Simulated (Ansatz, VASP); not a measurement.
AlGaN2 in VASP and in Ansatz

The input POSCAR:

```
AlGaN2
1.0
    3.1408770487      0.0000000000      0.0000000000
    0.0000000000      3.1408770487      0.0000000000
    0.0000000000      0.0000000000      4.4238379400
Al Ga N
1 1 2
Direct
    0.5000000000      0.5000000000      0.5000000000
    0.0000000000      0.0000000000      0.0000000000
    0.5000000000      0.0000000000      0.7247019262
    0.0000000000      0.5000000000      0.2752980738
```

Contents of INCAR.step1:

```
SYSTEM = AlGaN2
PREC = Accurate ; ENCUT = 520
ISMEAR = 0 ; SIGMA = 0.05
LREAL = .FALSE. ; LASPH = .TRUE.
NELM = 80 ; NBANDS = 21
GGA = PE ; ALGO = Normal
EDIFF = 1E-4 ; LWAVE = .TRUE.
LCHARG = .FALSE.
```

The input INCAR.step2:

```
SYSTEM = AlGaN2
PREC = Accurate ; ENCUT = 520
EDIFF = 1E-6 ; ISMEAR = 0
SIGMA = 0.05 ; LREAL = .FALSE.
LASPH = .TRUE. ; NELM = 80
ALGO = Normal ; ISIF = 2
LWAVE = .FALSE. ; LCHARG = .FALSE.
METAGGA = R2SCAN ; LMIXTAU = .TRUE.
NBANDS = 21 ; ISTART = 1
```

KPOINTS

```
regular mesh
0
G
  8 8 6
  0 0 0
```

Input for Ansatz:

```yaml
crystal:
  lattice:
    - [3.1408770487, 0.0, 0.0]
    - [0.0, 3.1408770487, 0.0]
    - [0.0, 0.0, 4.42383794]
  atoms:
    - { symbol: Al, position: [0.5, 0.5, 0.5] }
    - { symbol: Ga, position: [0.0, 0.0, 0.0] }
    - { symbol: "N", position: [0.5, 0.0, 0.7247019262] }
    - { symbol: "N", position: [0.0, 0.5, 0.2752980738] }
basis:
  ecutwfc: 500
kpoints:
  mp_grid: { grid: [8, 8, 6] }
hamiltonian:
  xc: r2scan
scf:
  occupations: { method: gaussian, width: 0.05 }
output:
  forces: true
  stress: true
  eigenvalues: true
```

Change from the starting cell: mode 12 (706.6 1/cm) frozen in, largest displacement +0.060 Å.

Alike in both runs: task single point; functional r2SCAN; k mesh 8 × 8 × 6; occupations gaussian, width 0.05 eV; no spin polarisation.

```csv
,VASP,Ansatz
version,VASP 6.6.1,Ansatz 0.2.0
potentials or method,"VASP PAW PBE potentials, release 64 (Al, Ga_d, N), cutoff 520 eV","scalar-relativistic, plane waves, PAW"
valence electrons in the cell,26,26
```

```csv
,VASP,Ansatz,Ansatz less VASP
gap on the k mesh at the Fermi level (eV),3.25,3.24,-0.009
least direct gap on the mesh (eV),3.25,3.24,-0.009
pressure (GPa),0.5,0.2,-0.29
"traceless stress, the component that is largest in VASP (GPa)",-1.43,-1.51,-0.084
rms of the force components (eV/Å),0.629,0.661,+0.0321
```

VASP's potentials were made for PBE, not for r2SCAN. Atom by atom the forces differ by 0.032 eV/Å (rms over components).
